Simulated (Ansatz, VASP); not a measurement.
# NbH2: VASP beside Ansatz

Contents of INCAR:

```
PREC     = Accurate       # precision mode
ENCUT    = 520            # plane-wave cutoff, eV
EDIFF    = 1E-6           # SCF threshold, eV
ISMEAR   = 0              # smearing method
SIGMA    = 0.05           # smearing width, eV
LREAL    = False          # projectors in reciprocal space
LASPH    = True           # aspherical terms in the spheres
NELM     = 100            # most SCF steps
ALGO     = Normal         # electronic algorithm
ISIF     = 2              # what is computed and relaxed
LWAVE    = False          # write WAVECAR
LCHARG   = False          # write CHGCAR
GGA      = PS             # functional
NBANDS   = 14             # bands
```

File KPOINTS:

```
Automatic mesh
0
Gamma
  16 16 16
```

File POSCAR:

```
NbH2
1.0
    0.0000000000      2.2815000000      2.2815000000
    2.2815000000      0.0000000000      2.2815000000
    2.2815000000      2.2815000000      0.0000000000
Nb H
1 2
Direct
    0.0000000000      0.0000000000      0.0000000000
    0.2500000000      0.2500000000      0.2500000000
    0.7500000000      0.7500000000      0.7500000000
```

Input for Ansatz:

```yaml
crystal:
  lattice:
    - [0.0, 2.2815, 2.2815]
    - [2.2815, 0.0, 2.2815]
    - [2.2815, 2.2815, 0.0]
  atoms:
    - { symbol: Nb, position: [0.0, 0.0, 0.0] }
    - { symbol: H, position: [0.25, 0.25, 0.25] }
    - { symbol: H, position: [0.75, 0.75, 0.75] }
basis:
  ecutwfc: 420
kpoints:
  mp_grid: { grid: [16, 16, 16] }
hamiltonian:
  xc: pbesol
  pseudopotentials: { kind: paw }
scf:
  occupations: { method: gaussian, width: 0.05 }
output:
  forces: true
  eigenvalues: true
  eigenstates:
    nscf_kmesh: { grid: [34, 34, 34] }
    top_band: c6
    de_dk: true
    localisation: true
  stress: true
checkpoint:
  write: ck
  compress: false
  write_wavefunctions: false
  write_every: 100000
```

Alike in both runs: task single point; functional PBEsol; k mesh 16 × 16 × 16; occupations gaussian, width 0.05 eV; no spin polarisation.

|  | VASP | Ansatz |
| --- | --- | --- |
| version | VASP 6.6.1 | Ansatz 0.2.0 |
| potentials or method | VASP PAW PBE potentials, release 64 (Nb_sv, H), cutoff 520 eV | scalar-relativistic, plane waves, PAW |
| valence electrons in the cell | 15 | 15 |

Ansatz gave:

| Property | Result |
| --- | --- |
| pressure (GPa) | -5.4 |

**Question.** What did VASP give for the same quantities?

**Answer.** Pressure (GPa): -5.8.

VASP's potentials were made for PBE, not for PBEsol. The functional is the same, so the differences come from potentials, cutoffs and numerics.
